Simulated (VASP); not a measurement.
A run of VASP 6.6.1 is set up as follows.

Contents of INCAR:

```
PREC = Accurate ; ENCUT = 520
EDIFF = 1E-6 ; ISMEAR = 0
SIGMA = 0.1 ; LREAL = False
LASPH = True ; NELM = 80
ALGO = Fast ; ISIF = 2
LWAVE = False ; LCHARG = False
GGA = PE ; IVDW = 12
NBANDS = 14
```

Contents of KPOINTS:

```
Automatic mesh
0
Gamma
  24 24 6
```

File POSCAR:

```
Al
1.0
    2.7584826721      0.0000000000      0.0000000000
   -1.3792413361      2.3889160700      0.0000000000
    0.0000000000      0.0000000000      9.3526977936
Al
4
Direct
    0.0000000000      0.0000000000      0.0000000000
    0.3333333333      0.6666666667      0.2500000000
    0.0000000000      0.0000000000      0.5000000000
    0.6666666667      0.3333333333      0.7500000000
```

Potentials or basis: VASP PAW PBE potentials, release 64 (Al).

The run is started by

```sh
$ cat potpaw_PBE.64/Al/POTCAR > POTCAR
$ mpirun -np 1 vasp_std > vasp.out
```

(1) What does it give for the pressure?

(2) Estimate the band gap on the k mesh.

Results:

(1) 2.7 GPa.

(2) zero (band 6 reaches 12.34 eV, above the bottom of band 7 at 7.23 eV).

Caveat: the cell differs from its parent crystal (biaxial strain in the a-b plane: -2.0 %); pairwise dispersion overbinds metals, which lowers pressure and volume.
